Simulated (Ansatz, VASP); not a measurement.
# One calculation of Mg2SO, two programs

File INCAR:

```
SYSTEM = Mg2SO
  PREC = Accurate
  ENCUT = 520
  EDIFF = 1E-7
  ISMEAR = 0
  SIGMA = 0.01
  LREAL = .FALSE.
  LASPH = .TRUE.
  NELM = 100
  ALGO = Normal
  ISIF = 2
  LWAVE = .FALSE.
  LCHARG = .FALSE.
  GGA = PE
  NBANDS = 16
```

File KPOINTS:

```
regular mesh
0
G
  6 6 4
  0 0 0
```

The input POSCAR:

```
Mg2SO
1.0
    3.6859418653      0.0000000000      0.0000000000
    0.0000000000      3.6859418653      0.0000000000
    0.0000000000      0.0000000000      4.9845936571
O Mg S
1 2 1
Direct
    0.0000000000      0.0000000000      0.0000000000
    0.0000000000      0.5000000000      0.8086438575
    0.5000000000      0.0000000000      0.1913561425
    0.5000000000      0.5000000000      0.5000000000
```

Input for Ansatz:

```yaml
crystal:
  lattice:
    - [3.6859418653, 0.0, 0.0]
    - [0.0, 3.6859418653, 0.0]
    - [0.0, 0.0, 4.9845936571]
  atoms:
    - { symbol: O, position: [0.0, 0.0, 0.0] }
    - { symbol: Mg, position: [0.0, 0.5, 0.8086438575] }
    - { symbol: S, position: [0.5, 0.5, 0.5] }
    - { symbol: Mg, position: [0.5, 0.0, 0.1913561425] }
kpoints:
  mp_grid: { grid: [6, 6, 4] }
hamiltonian:
  xc: pbe
scf:
  occupations: { method: fixed }
  n_extra_bands: 5
output:
  forces: true
  stress: true
  eigenvalues: true
```

Alike in both runs: task single point; functional PBE; k mesh 6 × 6 × 4; no spin polarisation.

|  | VASP | Ansatz |
| --- | --- | --- |
| version | VASP 6.6.1 | Ansatz 0.2.0 |
| potentials or method | VASP PAW PBE potentials, release 64 (O, Mg, S) | plane waves, PAW |
| plane-wave cutoff (eV) | 520 | 420 |
| occupations | gaussian, width 0.01 eV | fixed |
| valence electrons in the cell | 16 | 32 |

|  | VASP | Ansatz | Ansatz less VASP |
| --- | --- | --- | --- |
| gap on the k mesh at the Fermi level (eV) | 1.52 | 1.54 | +0.020 |
| pressure (GPa) | -0.3 | 0.0 | +0.26 |

VASP's potentials hold 16 valence electrons a cell and Ansatz's 32, so a difference there can come from the potentials and not from the codes.
